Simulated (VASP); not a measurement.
# C (P6_3/mmc) in VASP: further runs, part 3 of 3

VASP 6.6.1. The steps go on from the part before.

## 4. Single point, PBEsol (biaxial strain in the a-b plane: +1.5 %, then relaxed in part)

File INCAR:

```
SYSTEM = C
PREC = Accurate ; ENCUT = 520
EDIFF = 1E-6 ; ISMEAR = 0
SIGMA = 0.1 ; LREAL = .FALSE.
LASPH = .TRUE. ; NELM = 60
ALGO = Normal ; ISIF = 2
LWAVE = .FALSE. ; LCHARG = .FALSE.
GGA = PS ; NBANDS = 16
```

File KPOINTS:

```
Automatic mesh
0
G
  24 24 8
  0 0 0
```

File POSCAR:

```
C
1.0
    2.4957825969      0.0000000000      0.0000000000
   -1.2478912985      2.1614111313      0.0000000000
    0.0000000000      0.0000000000      7.2949378243
C
4
Direct
    0.0000000000      0.0000000000      0.2500000000
    0.0000000000      0.0000000000      0.7500000000
    0.3333333333      0.6666666667      0.2500000000
    0.6666666667      0.3333333333      0.7500000000
```

Potentials or basis: VASP PAW PBE potentials, release 64 (C).

On the command line:

```sh
cat potpaw_PBE.64/C/POTCAR > POTCAR
mpirun -np 1 vasp_std > vasp.out
```

OUTCAR:

```text
SYSTEM = C
   PREC = Accurate
   ENCUT = 520
   EDIFF = 1E-6
   ISMEAR = 0
   LREAL = .FALSE.
   LASPH = .TRUE.
   NELM = 60
   ISIF = 2
   GGA = PS

 ion  position               nearest neighbor table
   1  0.000  0.000  0.250-   3 1.44   3 1.44   3 1.44
   2  0.000  0.000  0.750-   4 1.44   4 1.44   4 1.44
   3  0.333  0.667  0.250-   1 1.44   1 1.44   1 1.44
   4  0.667  0.333  0.750-   2 1.44   2 1.44   2 1.44

  LATTYP: Found a hexagonal cell.
 ALAT       =     2.4957825969
 C/A-ratio  =     2.9229059588

  Lattice vectors:

 A1 = (   2.4957825969,   0.0000000000,   0.0000000000)
 A2 = (  -1.2478912985,   2.1614111313,   0.0000000000)
 A3 = (   0.0000000000,   0.0000000000,   7.2949378243)

Analysis of symmetry for initial positions (statically):
=====================================================================
 Subroutine PRICEL returns:
 Original cell was already a primitive cell.

 Routine SETGRP: Setting up the symmetry group for a
 hexagonal supercell.

 Subroutine GETGRP returns: Found 24 space group operations
[... 173 lines left out ...]

 val. band max:        3.6847266259   @ k =   0.3333   0.3333   0.5000
 cond. band min:       3.6877453153   @ k =   0.3333   0.3333   0.2500
 fundamental gap:      0.0030186894
 Fermi energy:         3.6874273185

 k-point     1 :       0.0000    0.0000    0.0000
  band No.  band energies     occupation
      1     -15.5723      2.00000
      2     -15.4121      2.00000
      3      -4.3360      2.00000
      4      -3.0233      2.00000
      5       0.6820      2.00000
      6       0.6820      2.00000
[... 433 lines left out ...]
      3      -9.1428      2.00000
      4      -9.0721      2.00000
      5      -2.7372      2.00000
      6      -2.7094      2.00000
[... 8 lines left out ...]
     15      16.7419      0.00000
     16      17.8085      0.00000

 [... further k-points ...]

------------------------ aborting loop because EDIFF is reached ----------------------------------------

  FORCE on cell =-STRESS in cart. coord.  units (eV):
  Direction    XX          YY          ZZ          XY          YZ          ZX
  --------------------------------------------------------------------------------------
  -------------------------------------------------------------------------------------
  Total       -3.7628662     -3.7628662     -0.0151058      0.0000000     -0.0000000      0.0000000
  in kB     -153.2017161   -153.2017162     -0.6150179      0.0000000     -0.0000000      0.0000000
  external PRESSURE =    -102.3394834 kB  Pullay stress =       0.0000000 kB

 VOLUME and BASIS-vectors are now :
 -----------------------------------------------------------------------------
  energy-cutoff  :      520.00
  volume of cell :       39.35
      direct lattice vectors                 reciprocal lattice vectors
     2.495782597  0.000000000  0.000000000     0.400675925  0.231330353  0.000000000
    -1.247891298  2.161411131  0.000000000     0.000000000  0.462660706  0.000000000
     0.000000000  0.000000000  7.294937824     0.000000000  0.000000000  0.137081360

 POSITION                                       TOTAL-FORCE (eV/Angst)
 -----------------------------------------------------------------------------------
      0.00000      0.00000      1.82373        -0.000000      0.000000     -0.000000
      0.00000      0.00000      5.47120         0.000000     -0.000000     -0.000000
     -0.00000      1.44094      1.82373         0.000000      0.000000      0.000000
      1.24789      0.72047      5.47120         0.000000      0.000000     -0.000000
 -----------------------------------------------------------------------------------
    total drift:                                0.000000      0.000000      0.000000

  FREE ENERGIE OF THE ION-ELECTRON SYSTEM (eV)
  ---------------------------------------------------
  free  energy   TOTEN  =       -38.5281470166 eV

  energy  without entropy=      -38.5276995356  energy(sigma->0) =      -38.52792328
```

OSZICAR:

```text
N       E                     dE             d eps       ncg     rms          rms(c)
DAV:   1     0.343283968837E+02    0.34328E+02   -0.77882E+03  9808   0.912E+02
DAV:   2    -0.376904524786E+02   -0.72019E+02   -0.65672E+02 13864   0.187E+02
DAV:   3    -0.406168035795E+02   -0.29264E+01   -0.29091E+01 12592   0.356E+01
DAV:   4    -0.406445299692E+02   -0.27726E-01   -0.27708E-01 12424   0.411E+00
DAV:   5    -0.406450160393E+02   -0.48607E-03   -0.48605E-03 12344   0.517E-01    0.857E+00
DAV:   6    -0.390423368233E+02    0.16027E+01   -0.10937E+00 11752   0.641E+00    0.497E+00
DAV:   7    -0.385226569853E+02    0.51968E+00   -0.13463E+00 12160   0.722E+00    0.123E+00
DAV:   8    -0.385288088921E+02   -0.61519E-02   -0.61065E-02 11616   0.146E+00    0.218E-01
DAV:   9    -0.385279187489E+02    0.89014E-03   -0.15706E-03 12544   0.267E-01    0.886E-02
DAV:  10    -0.385281460087E+02   -0.22726E-03   -0.64825E-04 10600   0.149E-01    0.610E-02
DAV:  11    -0.385281452895E+02    0.71926E-06   -0.25955E-05 12624   0.337E-02    0.914E-03
DAV:  12    -0.385281467728E+02   -0.14834E-05   -0.15671E-06 11136   0.851E-03    0.162E-03
DAV:  13    -0.385281470166E+02   -0.24376E-06   -0.15679E-07  9856   0.290E-03
   1 F= -.38528147E+02 E0= -.38527923E+02  d E =-.447481E-03
```

stdout:

```text
POSCAR found type information on POSCAR C
 POSCAR found :  1 types and       4 ions
 scaLAPACK will be used
 -----------------------------------------------------------------------------
|                                                                             |
|                                                                             |
|     You enforced a specific xc type in the INCAR file but a different       |
|     I HOPE YOU KNOW WHAT YOU ARE DOING!                                     |
|                                                                             |
 -----------------------------------------------------------------------------

 LDA part: xc-table for (Slater+PW92), standard interpolation
 POSCAR, INCAR and KPOINTS ok, starting setup
 FFT: planning ... GRIDC
 FFT: planning ... GRID_SOFT
 FFT: planning ... GRID
 WAVECAR not read
 entering main loop
```

Run time: 2 min. Hardware: 1 thread of Intel Xeon Platinum 8375C at 2.90GHz (Ice Lake), shared host; peak memory 0.25 GiB.

What came out:

```yaml
Free_energy: -38.5281 eV
Pressure: -10.2 GPa
Band_gap_on_the_k_mesh: zero (band 8 reaches 3.69 eV, above the bottom of band 9 at 3.68 eV)
```

Stress tensor (GPa, compression positive):
```
-15.32   0.00   0.00
  0.00 -15.32   0.00
  0.00   0.00  -0.06
```

Levels at points of the mesh, in eV from the Fermi level:
| k point | band 4 | band 5 | band 6 | band 7 | band 8 | band 9 | band 10 | band 11 | band 12 | band 13 |
| --- | --- | --- | --- | --- | --- | --- | --- | --- | --- | --- |
| (0.00, 0.00, 0.00) | -6.71 | -3.01 | -3.01 | -3.00 | -3.00 | 3.65 | 8.05 | 8.05 | 8.08 | 8.08 |
| (0.50, 0.00, 0.00) | -12.97 | -6.30 | -6.27 | -2.54 | -2.10 | 1.46 | 1.95 | 6.90 | 7.12 | 10.70 |
| (0.00, 0.00, 0.50) | -7.42 | -3.00 | -3.00 | -3.00 | -3.00 | 5.71 | 5.71 | 8.07 | 8.07 | 8.07 |
| (0.50, 0.00, 0.50) | -12.99 | -6.28 | -6.28 | -2.29 | -2.29 | 1.61 | 1.61 | 7.01 | 7.01 | 11.80 |

Caveat: the cell differs from its parent crystal (biaxial strain in the a-b plane: +1.5 %, then relaxed in part); the PAW data sets were made with another functional, which shifts forces and pressure a little; this functional lacks dispersion, which binds the layers, so the pressure and a relaxed spacing across them are unreliable.

## 5. Single point, PBEsol (biaxial strain in the a-b plane: +3.0 %)

File INCAR:

```
  PREC = Accurate
  ENCUT = 520
  EDIFF = 1E-6
  ISMEAR = 0
  SIGMA = 0.1
  LREAL = F
  LASPH = T
  NELM = 60
  ALGO = Normal
  ISIF = 2
  LWAVE = F
  LCHARG = F
  GGA = PS
  NBANDS = 16
```

File KPOINTS:

```
regular mesh
0
Gamma
  24 24 8
```

File POSCAR:

```
C
1.0
    2.5326660836      0.0000000000      0.0000000000
   -1.2663330418      2.1933531677      0.0000000000
    0.0000000000      0.0000000000      7.1621279199
C
4
Direct
    0.0000000000      0.0000000000      0.2500000000
    0.0000000000      0.0000000000      0.7500000000
    0.3333333333      0.6666666667      0.2500000000
    0.6666666667      0.3333333333      0.7500000000
```

On the command line:

```sh
cat potpaw_PBE.64/C/POTCAR > POTCAR
mpirun -np 1 vasp_std > vasp.out
```

It took 1.9 min on 1 thread of Intel Xeon Platinum 8375C at 2.90GHz (Ice Lake), shared host; peak memory 0.25 GiB.

It converged, with:

```yaml
Free_energy: -38.3636 eV
Pressure: -19.9 GPa
Band_gap_on_the_k_mesh: zero (band 8 reaches 3.59 eV, above the bottom of band 9 at 3.58 eV)
```

Stress tensor (GPa, compression positive):
```
-29.92   0.00   0.00
  0.00 -29.92   0.00
  0.00   0.00   0.13
```

Levels at points of the mesh, in eV from the Fermi level:
```csv
k point,band 5,band 6,band 7,band 8,band 9,band 10,band 11,band 12
"(0.00, 0.00, 0.00)",-3.01,-3.01,-3.00,-3.00,3.90,7.78,7.78,7.81
"(0.50, 0.00, 0.00)",-6.18,-6.14,-2.49,-1.99,1.45,1.97,6.47,6.72
"(0.00, 0.00, 0.50)",-3.01,-3.01,-3.01,-3.01,6.10,6.10,7.79,7.79
"(0.50, 0.00, 0.50)",-6.16,-6.16,-2.21,-2.21,1.59,1.59,6.60,6.60
```

Caveat: the cell differs from its parent crystal (biaxial strain in the a-b plane: +3.0 %); the PAW data sets were made with another functional, which shifts forces and pressure a little; this functional lacks dispersion, which binds the layers, so the pressure and a relaxed spacing across them are unreliable.

## 6. Single point, PBEsol (strain along c alone, the other axes held: -4.5 %)

File INCAR:

```
SYSTEM = C
ALGO = Normal ; EDIFF = 1E-7
ENCUT = 520 ; GGA = PS
ISIF = 2 ; ISMEAR = 0
LASPH = .TRUE. ; LCHARG = .FALSE.
LREAL = .FALSE. ; LWAVE = .FALSE.
NBANDS = 16 ; NELM = 100
PREC = Accurate ; SIGMA = 0.1
```

File KPOINTS:

```
k-points
0
G
  24 24 8
  0 0 0
```

File POSCAR:

```
C
1.0
    2.4588789919      0.0000000000      0.0000000000
   -1.2294394960      2.1294516718      0.0000000000
    0.0000000000      0.0000000000      6.9781891999
C
4
Direct
    0.0000000000      0.0000000000      0.2500000000
    0.0000000000      0.0000000000      0.7500000000
    0.3333333333      0.6666666667      0.2500000000
    0.6666666667      0.3333333333      0.7500000000
```

Potentials or basis: VASP PAW PBE potentials, release 64 (C).

On the command line:

```sh
cat potpaw_PBE.64/C/POTCAR > POTCAR
mpirun -np 1 vasp_std > vasp.out
```

Run time: 1.7 min. Hardware: 1 thread of AMD EPYC 7R13 (Zen 3), shared host; peak memory 0.21 GiB.

The run converged. Its results:

```
Free energy            : -38.5783 eV
Pressure               : 0.8 GPa
Band gap on the k mesh : zero (band 8 reaches 4.31 eV, above the bottom of band 9 at 4.29 eV)
```

Stress tensor (GPa, compression positive):
```
0.96 0.00 0.00
0.00 0.96 0.00
0.00 0.00 0.43
```

Levels at points of the mesh, in eV from the Fermi level:
```
           k point  band 5  band 6  band 7  band 8  band 9  band 10  band 11  band 12
(0.00, 0.00, 0.00)   -2.98   -2.98   -2.97   -2.97    3.74     8.35     8.35     8.39
(0.50, 0.00, 0.00)   -6.42   -6.38   -2.70   -2.14    1.47     2.07     7.30     7.60
(0.00, 0.00, 0.50)   -2.97   -2.97   -2.97   -2.97    6.10     6.10     8.37     8.37
(0.50, 0.00, 0.50)   -6.40   -6.40   -2.38   -2.38    1.63     1.63     7.45     7.45
```

Caveat: the cell differs from its parent crystal (strain along c alone, the other axes held: -4.5 %); the PAW data sets were made with another functional, which shifts forces and pressure a little; this functional lacks dispersion, which binds the layers, so the pressure and a relaxed spacing across them are unreliable.

## 7. Overview

| cell | gap on the mesh (eV) | pressure (GPa) |
| --- | --- | --- |
| a = 2.459, b = 2.459, c = 7.293 Å, angles 90.0, 90.0, 120.0°, 4 atoms | none | 0.6 |
| a = 2.496, b = 2.496, c = 7.228 Å, angles 90.0, 90.0, 120.0°, 4 atoms | none | -10.3 |
| a = 2.496, b = 2.496, c = 7.295 Å, angles 90.0, 90.0, 120.0°, 4 atoms | none | -10.2 |
| a = 2.533, b = 2.533, c = 7.162 Å, angles 90.0, 90.0, 120.0°, 4 atoms | none | -19.9 |
| a = 2.459, b = 2.459, c = 6.978 Å, angles 90.0, 90.0, 120.0°, 4 atoms | none | 0.8 |

Alike in all rows: task single point; level PBEsol; potentials or basis VASP PAW PBE potentials, release 64 (C); no spin polarisation; k mesh 24 × 24 × 8; cutoff (eV) 520; smearing gaussian 0.1 eV.

Caveats: the PAW data sets were made with another functional, which shifts forces and pressure a little; this functional lacks dispersion, which binds the layers, so the pressure and a relaxed spacing across them are unreliable.

Total energies depend on the potentials used, so only differences within one code and one set of settings carry meaning.
